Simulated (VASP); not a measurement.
# Si62B (a cell with a defect) in VASP: single point with PBE

Aim: the single point of Si62B (a cell with a defect) with PBE.

Program: VASP 6.6.1. These are calculated values, not measurements. Logs are shortened: lines on timing, memory, paths and dates and some standing lists are left out, and cuts for length are marked.

## Step 1: The cell of the first run

The cell holds a defect, 63 atoms: a = 10.860 Å, b = 10.860 Å, c = 10.860 Å, α = 90.00°, β = 90.00°, γ = 90.00°.

## Step 2: Single point, PBE

Contents of INCAR:

```
ALGO     = Normal         # electronic algorithm
EDIFF    = 1E-6           # SCF threshold, eV
ENCUT    = 520            # plane-wave cutoff, eV
GGA      = PE             # functional
ISIF     = 2              # what is computed and relaxed
ISMEAR   = 0              # smearing method
LASPH    = T              # aspherical terms in the spheres
LCHARG   = T              # write CHGCAR
LELF     = T              # ELF
LREAL    = Auto         
LVHAR    = T            
LWAVE    = F              # write WAVECAR
NBANDS   = 162            # bands
NELECT   = 252.0        
NELM     = 100            # most SCF steps
PREC     = Accurate       # precision mode
SIGMA    = 0.02           # smearing width, eV
```

Contents of KPOINTS:

```
k-points
0
Gamma
  1 1 1
```

Contents of POSCAR:

```
Si62B
1.0
   10.8600000000      0.0000000000      0.0000000000
    0.0000000000     10.8600000000      0.0000000000
    0.0000000000      0.0000000000     10.8600000000
Si B
62 1
Direct
    0.5012922652      0.0005079190      0.0009898711
    0.6340028545      0.1187469613      0.1254701657
    0.7561095764      0.2408847145     -0.0010182320
    0.8743626151      0.3735919890      0.1234502762
    0.7500941989     -0.0088352670      0.2544395948
    0.8763232965      0.1221252302      0.3739098527
    0.0048246777      0.0054125230      0.0027174954
    0.1409579190      0.1431112339      0.1202619705
    0.2907415285      0.2888782689      0.0155879374
    0.5859779926      0.5841264273      0.1088325967
    0.7317604052      0.7339209024      0.0041899632
    0.8694764273      0.8700452118      0.1217216390
    0.2535302947      0.0089314917      0.2483624309
    0.3824708103      0.1468032228      0.3552573665
    0.5157220994      0.2737344383      0.2189718232
    0.6298026703      0.3751524862      0.3747676796
    0.7441094843      0.5000930939      0.2432670350
    0.8706461326      0.6269445672      0.3702964088
    0.4975448435      0.0080423573      0.4868381215
    0.6260735727      0.1217824125      0.6217364641
    0.7530812155      0.2487976980      0.5027187845
    0.8668289134      0.3773330571      0.6375988950
    0.7527598527     -0.0014425414      0.7505388582
    0.8837022099      0.1248057090      0.8700093002
   -0.0015093923      0.5003415285     -0.0008924494
    0.1220979742      0.6266694291      0.1233451197
    0.2482081952      0.7527913444      0.0010675875
    0.3745306630      0.8763837017      0.1253272560
    0.0009842541      0.2500867403      0.2489336096
    0.1158095764      0.3776845304      0.3803452118
    0.2366879374      0.4983555249      0.2505100368
    0.3683880295      0.6194639042      0.3715764273
    0.4943250460      0.7373690608      0.2412686004
    0.6191981584      0.8650351750      0.3715203499
    0.0015058932      0.0007047882      0.5016603131
    0.1286053407      0.1285199816      0.6226209945
    0.2528593923      0.2539078269      0.4955430939
    0.3762912523      0.3758457643      0.6258982505
    0.4990418048      0.4985882136      0.4985531308
    0.6209806630      0.6220224678      0.6289024862
    0.7463562615      0.7462765193      0.5018193370
    0.8741767035      0.8733768877      0.6227764273
    0.2479324125      0.0042243094      0.7541396869
    0.3747843462      0.1307476980      0.8811640884
    0.4997208103      0.2450732044      0.7496790055
    0.6011034070      0.3591504604      0.9055031308
    0.7280685083      0.4924039595      0.7691922652
    0.8659406998      0.6213484346      0.8760800184
   -0.0007158379      0.7537124309      0.2496437385
    0.1267874770      0.8803381215      0.3720166667
   -0.0104302947      0.5028554328      0.5069619705
    0.1227010129      0.6274217311      0.6256197053
    0.2474374770      0.7521789134      0.4988385820
    0.3720189687      0.8853021179      0.6174753223
    0.0098394107      0.2556873849      0.7529140884
    0.1375104052      0.3805562615      0.8831570902
    0.2554455801      0.5065128913      0.7528953959
    0.3765935543      0.6381751381      0.8739878453
    0.4971913444      0.7590709945      0.7440902394
    0.6247974217      0.8738901473      0.8755009208
   -0.0054673112      0.7480896869      0.7524206262
    0.1211531308      0.8755992634      0.8747891344
    0.4887068140      0.3860935543      0.0622466851
```

Potentials or basis: VASP PAW PBE potentials, release 64 (Si, B).

Command:

```bash
$ cat potpaw_PBE.64/Si/POTCAR potpaw_PBE.64/B/POTCAR > POTCAR
$ mpirun -np 1 vasp_gam > vasp.out
```

OUTCAR:

```text
EDIFF = 1E-6
   ENCUT = 520
   GGA = PE
   ISIF = 2
   ISMEAR = 0
   LASPH = T
   LREAL = Auto
   NELECT = 252.0
   NELM = 100
   PREC = Accurate

 ion  position               nearest neighbor table
   1  0.501  0.001  0.001-  28 2.35  60 2.36   2 2.36  44 2.36
   2  0.634  0.119  0.125-   3 2.32   5 2.34  15 2.35   1 2.36
   3  0.756  0.241  0.999-   2 2.32  24 2.34  46 2.35   4 2.36
   4  0.874  0.374  0.123-  25 2.35  29 2.36   3 2.36  17 2.36
   5  0.750  0.991  0.254-   2 2.34  12 2.34  34 2.35   6 2.36
   6  0.876  0.122  0.374-  35 2.35   5 2.36  29 2.37  21 2.37
[... 22 lines left out ...]
  29  0.001  0.250  0.249-  30 2.35   4 2.36   6 2.37   8 2.37
  30  0.116  0.378  0.380-  31 2.33  29 2.35  37 2.36  51 2.37
  31  0.237  0.498  0.251-  26 2.32  30 2.33  32 2.35
  32  0.368  0.619  0.372-  31 2.35  33 2.35  39 2.37  53 2.39
  33  0.494  0.737  0.241-  32 2.35  28 2.36  34 2.40  10 2.41
  34  0.619  0.865  0.372-   5 2.35  41 2.36  19 2.39  33 2.40
  35  0.002  0.001  0.502-   6 2.35  50 2.35  42 2.36  36 2.36
  36  0.129  0.129  0.623-  43 2.35  35 2.36  55 2.36  37 2.36
  37  0.253  0.254  0.496-  38 2.36  36 2.36  30 2.36  14 2.38
[... 18 lines left out ...]
  56  0.138  0.381  0.883-  57 2.35  25 2.36  55 2.40   9 2.41
  57  0.255  0.507  0.753-  58 2.35  56 2.35  38 2.37  52 2.39
  58  0.377  0.638  0.874-  27 2.32  59 2.33  57 2.35
  59  0.497  0.759  0.744-  58 2.33  60 2.35  40 2.36  54 2.37
  60  0.625  0.874  0.876-  59 2.35   1 2.36  23 2.37  11 2.37
  61  0.995  0.748  0.752-  42 2.35  52 2.36  62 2.36  48 2.38
  62  0.121  0.876  0.875-   7 2.35  27 2.36  43 2.36  61 2.36
  63  0.489  0.386  0.062-  15 2.11  46 2.11   9 2.45  10 2.45

  LATTYP: Found a simple cubic cell.
 ALAT       =    10.8600000000

  Lattice vectors:

 A1 = (  10.8600000000,   0.0000000000,   0.0000000000)
 A2 = (   0.0000000000,  10.8600000000,   0.0000000000)
 A3 = (   0.0000000000,   0.0000000000,  10.8600000000)

Analysis of symmetry for initial positions (statically):
=====================================================================
 Subroutine PRICEL returns:
 Original cell was already a primitive cell.

 Routine SETGRP: Setting up the symmetry group for a
 simple cubic supercell.

 Subroutine GETGRP returns: Found  1 space group operations
 (whereof  1 operations were pure point group operations)
 out of a pool of 48 trial point group operations.

The static configuration has the point symmetry C_1 .

Analysis of symmetry for dynamics (positions and initial velocities):
=====================================================================
 Subroutine PRICEL returns:
[... 214 lines left out ...]
   ISYM   =      2    0-nonsym 1-usesym 2-fastsym
   POTIM  = 0.5000    time-step for ionic-motion
   TEBEG  =    0.0;   TEEND  =   0.0 temperature during run
   PSTRESS=    0.0 pullay stress
   NELECT =     252.0000    total number of electrons
   NUPDOWN=      -1.0000    fix difference up-down
   EMIN   =  10.00;   EMAX   =-10.00  energy-range for DOS
   EFERMI =   0.00;   METHOD = LEGACY
   ISMEAR =     0;   SIGMA  =   0.02  broadening in eV -4-tet -1-fermi 0-gaus
   EFERMI_NEDOS =   21; number of points for ismear=-14 and -15
   IALGO  =     38    algorithm
   IMIX   =      4    mixing-type and parameters
     AMIX     =   0.40;   BMIX     =  1.00
     AMIX_MAG =   1.60;   BMIX_MAG =  1.00
  volume/ion in A,a.u.               =      20.33       137.20
  Fermi-wavevector in a.u.,A,eV,Ry     =   0.952164  1.799329 12.335269  0.906617
  Thomas-Fermi vector in A             =   2.080702
   LORBIT       =      0    0 simple, 1 ext, 2 COOP (PROOUT), +10 PAW based schemes
   GGA     = PE    functional components
   LHFCALC =     F    Hartree Fock is set to
   AEXX    =    0.0000 exact exchange contribution
   IVDW    =     0    specifies the selected vdW correction
   LEPSILON=     F    determine dielectric tensor
   LRPA    =     F    only Hartree local field effects (RPA)
 non-spin polarized calculation
 Gauss-broadening in eV      SIGMA  =   0.02
  energy-cutoff  :      520.00
  volume of cell :     1280.82
 maximum number of plane-waves:     17229
 NGX is ok and might be reduce to    84
   NGX = 41   NGY = 41   NGZ = 41

 number of electron     251.9999998 magnetization

 Free energy of the ion-electron system (eV)
  ---------------------------------------------------
  ext. energy  EPLUGINS =         0.00000000
  ---------------------------------------------------
  free energy    TOTEN  =      -325.15182027 eV

  energy without entropy =     -325.15181013  energy(sigma->0) =     -325.15181520

 E-fermi :   5.9159     XC(G=0):  -9.3455

 val. band max:        5.8603737146   @ k =   0.0000   0.0000   0.0000
 cond. band min:       5.9714248451   @ k =   0.0000   0.0000   0.0000
 fundamental gap:      0.1110511305
 Fermi energy:         5.9158992811

 k-point     1 :       0.0000    0.0000    0.0000
  band No.  band energies     occupation
      1      -6.2501      2.00000
      2      -5.2775      2.00000
      3      -5.1974      2.00000
      4      -5.1721      2.00000
      5      -5.1667      2.00000
      6      -5.1262      2.00000
[... 130 lines left out ...]
    137       6.8446      0.00000
    138       6.8794      0.00000
 [bands above 138 left out]

------------------------ aborting loop because EDIFF is reached ----------------------------------------

  FORCE on cell =-STRESS in cart. coord.  units (eV):
  Direction    XX          YY          ZZ          XY          YZ          ZX
  --------------------------------------------------------------------------------------
  -------------------------------------------------------------------------------------
  Total       10.2642265     10.2672060     10.5114776    -10.7990127     -1.1986038     -1.1917475
  in kB       12.8394770     12.8432040     13.1487624    -13.5084388     -1.4993284     -1.4907519
  external PRESSURE =      12.9438145 kB  Pullay stress =       0.0000000 kB

 VOLUME and BASIS-vectors are now :
 -----------------------------------------------------------------------------
  energy-cutoff  :      520.00
  volume of cell :     1280.82
      direct lattice vectors                 reciprocal lattice vectors
    10.860000000  0.000000000  0.000000000     0.092081031  0.000000000  0.000000000
     0.000000000 10.860000000  0.000000000     0.000000000  0.092081031  0.000000000
     0.000000000  0.000000000 10.860000000     0.000000000  0.000000000  0.092081031

 POSITION                                       TOTAL-FORCE (eV/Angst)
 -----------------------------------------------------------------------------------
      5.44403      0.00552      0.01075        -0.001261     -0.000312      0.000762
      6.88527      1.28959      1.36261        -0.000108      0.000771     -0.001769
      8.21135      2.61601     10.84894        -0.000341      0.000421      0.002635
      9.49558      4.05721      1.34067         0.000134     -0.001860     -0.002427
      8.14602     10.76405      2.76321        -0.001461      0.001978      0.002286
      9.51687      1.32628      4.06066         0.000633      0.000214      0.000514
[... 55 lines left out ...]
      1.31572      9.50901      9.50021         0.001163     -0.000569      0.001450
      5.30736      4.19298      0.67600        -0.001711      0.000897     -0.002292
 -----------------------------------------------------------------------------------
    total drift:                               -0.010452      0.017585     -0.007202

  FREE ENERGIE OF THE ION-ELECTRON SYSTEM (eV)
  ---------------------------------------------------
  free  energy   TOTEN  =      -325.1518202691 eV

  energy  without entropy=     -325.1518101285  energy(sigma->0) =     -325.15181520
```

Wall time 5.6 min (1 thread of Intel Xeon Platinum 8488C (Sapphire Rapids), shared host); peak memory 1 GiB.

Results:

| Quantity | Value |
| --- | --- |
| Free energy | -325.1518 eV |
| Largest force | 0.010 eV/Å |

Forces on the atoms (eV/Å):
```
Si  -0.001  0.000  0.001
Si   0.000  0.001 -0.002
Si   0.000  0.000  0.003
Si   0.000 -0.002 -0.002
Si  -0.001  0.002  0.002
Si   0.001  0.000  0.001
Si  -0.001 -0.003 -0.005
Si  -0.002 -0.002  0.004
Si  -0.004 -0.003 -0.004
Si   0.005  0.005  0.005
Si   0.002  0.004 -0.007
Si   0.002  0.002  0.005
Si   0.003 -0.002 -0.002
Si  -0.002  0.000  0.000
Si   0.004 -0.005  0.008
Si  -0.001  0.002  0.001
Si   0.003 -0.003  0.001
Si   0.002 -0.001  0.001
Si   0.000 -0.003  0.002
Si  -0.001  0.001  0.001
Si   0.002 -0.002  0.001
Si  -0.001 -0.001 -0.002
Si   0.002 -0.001  0.000
Si   0.000  0.002  0.000
Si   0.002  0.000  0.002
Si   0.001  0.001  0.000
Si  -0.002  0.002  0.002
Si  -0.001  0.002  0.000
Si  -0.001  0.001  0.001
Si  -0.002 -0.004  0.000
Si  -0.002  0.003  0.003
Si   0.000  0.001  0.000
Si  -0.003  0.003  0.002
Si   0.001 -0.003  0.001
Si   0.000  0.000 -0.002
Si   0.000 -0.002  0.002
Si   0.000  0.002  0.000
Si   0.001  0.000  0.000
Si   0.000  0.000  0.001
Si  -0.002  0.005 -0.001
Si  -0.001 -0.002  0.000
Si   0.000 -0.001  0.001
Si  -0.003  0.001  0.001
Si   0.005 -0.002 -0.001
Si  -0.002 -0.001 -0.001
Si   0.006 -0.004 -0.007
Si   0.002  0.004 -0.001
Si   0.001  0.001  0.000
Si  -0.001  0.002 -0.003
Si  -0.003  0.001  0.001
Si   0.000 -0.002 -0.003
Si   0.001  0.000  0.000
Si  -0.002  0.000 -0.002
Si   0.001  0.000  0.002
Si  -0.001 -0.001 -0.001
Si  -0.002  0.004  0.000
Si  -0.002 -0.001 -0.002
Si  -0.001  0.004 -0.005
Si   0.001 -0.001 -0.001
Si  -0.003 -0.002  0.001
Si  -0.001  0.000 -0.001
Si   0.001 -0.001  0.001
B   -0.002  0.001 -0.002
```

Caveat: the k points lie up to 0.58 Å⁻¹ apart; the cell carries a net charge on a neutralising background, which shifts energy and pressure; the cell is charged against a uniform background, so pressure and absolute levels hang on convention.
